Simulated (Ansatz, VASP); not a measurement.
One calculation of Ti, two programs

Contents of INCAR:

```
SYSTEM = Ti
PREC = Accurate
ENCUT = 520
EDIFF = 1E-7
ISMEAR = -1
SIGMA = 0.03
LREAL = .False.
LASPH = .True.
NELM = 80
ALGO = Normal
ISIF = 2
LWAVE = .False.
LCHARG = .False.
GGA = PE
NBANDS = 12
```

File KPOINTS:

```
regular mesh
0
Gamma
  14 14 14
  0 0 0
```

POSCAR

```
Ti
1.0
    0.0000000000      2.0545745385      2.0545745385
    2.0545745385      0.0000000000      2.0545745385
    2.0545745385      2.0545745385      0.0000000000
Ti
1
Direct
    0.0000000000      0.0000000000      0.0000000000
```

Input for Ansatz:

```yaml
crystal:
  lattice:
    - [0.0, 2.0545745385, 2.0545745385]
    - [2.0545745385, 0.0, 2.0545745385]
    - [2.0545745385, 2.0545745385, 0.0]
  atoms:
    - { symbol: Ti, position: [0.0, 0.0, 0.0] }
kpoints:
  mp_grid: { grid: [14, 14, 14] }
  band_path:
    path:
      - [0.0, 0.0, 0.0]
      - [0.5, 0.0, 0.5]
      - [0.625, 0.25, 0.625]
      - [0.375, 0.375, 0.75]
      - [0.0, 0.0, 0.0]
      - [0.5, 0.5, 0.5]
      - [0.5, 0.25, 0.75]
      - [0.5, 0.0, 0.5]
    npoints: 5
scf:
  occupations: { method: fermi_dirac, width: 0.03 }
hamiltonian:
  xc: pbe
  pseudopotentials: { kind: all_electron, lapw: { basis_error: 0.0005 } }
output:
  forces: true
  stress: true
  eigenvalues: true
```

Alike in both runs: task single point; functional PBE; k mesh 14 × 14 × 14; occupations fermi-dirac, width 0.03 eV; no spin polarisation.

|  | VASP | Ansatz |
| --- | --- | --- |
| version | VASP 6.6.1 | Ansatz 0.2.0 |
| potentials or method | VASP PAW PBE potentials, release 64 (Ti_sv), cutoff 520 eV | all-electron LAPW, scalar-relativistic |

```csv
,VASP,Ansatz,Ansatz less VASP
pressure (GPa),0.0,0.2,+0.26
```

Ansatz ran all-electron here, and VASP with PAW potentials.
